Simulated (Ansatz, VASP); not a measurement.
## Pb in VASP and in Ansatz

INCAR

```
PREC     = Accurate       # precision mode
ENCUT    = 520            # plane-wave cutoff, eV
EDIFF    = 1E-7           # SCF threshold, eV
ISMEAR   = -1             # smearing method
SIGMA    = 0.08           # smearing width, eV
LREAL    = False          # projectors in reciprocal space
LASPH    = True           # aspherical terms in the spheres
NELM     = 100            # most SCF steps
ALGO     = Normal         # electronic algorithm
ISIF     = 2              # what is computed and relaxed
LWAVE    = False          # write WAVECAR
LCHARG   = False          # write CHGCAR
GGA      = PS             # functional
NBANDS   = 21             # bands
```

KPOINTS

```
regular mesh
0
Gamma
  14 14 8
```

Contents of POSCAR:

```
Pb
1.0
    3.4800006906      0.0000000000      0.0000000000
   -1.7400003453      3.0137690032      0.0000000000
    0.0000000000      0.0000000000      5.6459000000
Pb
2
Direct
    0.3333333333      0.6666666667      0.2500000000
    0.6666666667      0.3333333333      0.7500000000
```

Input for Ansatz:

```yaml
crystal:
  lattice:
    - [3.4800006906, 0.0, 0.0]
    - [-1.7400003453, 3.0137690032, 0.0]
    - [0.0, 0.0, 5.6459]
  atoms:
    - { symbol: Pb, position: [0.3333333333, 0.6666666667, 0.25] }
    - { symbol: Pb, position: [0.6666666667, 0.3333333333, 0.75] }
kpoints:
  mp_grid: { grid: [14, 14, 8] }
  band_path:
    path:
      - [0.0, 0.0, 0.0]
      - [0.5, 0.0, 0.0]
      - [0.3333333333, 0.3333333333, 0.0]
      - [0.0, 0.0, 0.0]
      - [0.0, 0.0, 0.5]
      - [0.5, 0.0, 0.5]
      - [0.3333333333, 0.3333333333, 0.5]
      - [0.0, 0.0, 0.5]
      - [0.5, 0.0, 0.5]
    npoints: 5
scf:
  occupations: { method: fermi_dirac, width: 0.08 }
hamiltonian:
  xc: pbesol
  pseudopotentials: { kind: all_electron, lapw: { basis_error: 0.0005 } }
output:
  forces: true
  stress: true
  eigenvalues: true
```

Change from the starting cell: zz strain of +1 %.

Alike in both runs: task single point; functional PBEsol; k mesh 14 × 14 × 8; occupations fermi-dirac, width 0.08 eV; no spin polarisation.

|  | VASP | Ansatz |
| --- | --- | --- |
| version | VASP 6.6.1 | Ansatz 0.2.0 |
| potentials or method | VASP PAW PBE potentials, release 64 (Pb_d), cutoff 520 eV | all-electron LAPW, scalar-relativistic |

|  | VASP | Ansatz | Ansatz less VASP |
| --- | --- | --- | --- |
| pressure (GPa) | 0.4 | 0.5 | +0.09 |
| traceless stress, the component that is largest in VASP (GPa) | 0.86 | 0.87 | +0.008 |

VASP's potentials were made for PBE, not for PBEsol. Ansatz ran all-electron here, and VASP with PAW potentials.

Spin-orbit coupling is off throughout.
